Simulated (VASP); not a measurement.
Write the native input for VASP 6.6.1 that does the following.

```
Task                   : single point
Functional             : PBE
Potentials or basis    : VASP PAW PBE potentials, release 64 (Al, Sn_d, H)
Cutoff                 : 520 eV
k mesh                 : 12 × 12 × 8
Occupations            : gaussian, width 0.1 eV
Spin                   : no spin polarisation
Dipole correction      : no
Further INCAR settings : ALGO = Normal; EDIFF = 1e-06; NBANDS = 20
```

The structure of AlSnH4 lies in POSCAR:

```
AlSnH4
1.0
    3.3985222605      0.0000000000      0.0000000000
    0.0000000000      3.3985222605      0.0000000000
    0.0000000000      0.0000000000      5.8201270550
Al Sn H
1 1 4
Direct
    0.0000000000      0.0000000000      0.0000000000
    0.5000000000      0.5000000000      0.5000000000
    0.0000000000      0.0000000000      0.6964236024
    0.5000000000      0.0000000000      0.0000000000
    0.0000000000      0.5000000000      0.0000000000
    0.0000000000      0.0000000000      0.3035763976
```

These files were run (other wordings do the same):

INCAR

```
ALGO = Normal ; EDIFF = 1E-6
ENCUT = 520 ; GGA = PE
ISIF = 2 ; ISMEAR = 0
LASPH = T ; LCHARG = F
LREAL = F ; LWAVE = F
NBANDS = 20 ; NELM = 100
PREC = Accurate ; SIGMA = 0.1
```

KPOINTS

```
k-points
0
Gamma
  12 12 8
```

Potentials or basis: VASP PAW PBE potentials, release 64 (Al, Sn_d, H).

Command:

```sh
$ cat potpaw_PBE.64/Al/POTCAR potpaw_PBE.64/Sn_d/POTCAR potpaw_PBE.64/H/POTCAR > POTCAR
$ mpirun -np 1 vasp_std > vasp.out
```

Results of the run:

```json
{"Pressure": "-0.1 GPa", "Band gap on the k mesh": "zero (an odd number of electrons rules out a gap without spin polarisation)"}
```

Caveat: spin-orbit coupling is left out, which moves the levels of the heavy elements.

Wall time 2.7 min on 1 thread of Intel Xeon 8259CL, with other jobs on the host, peak memory 0.32 GiB.
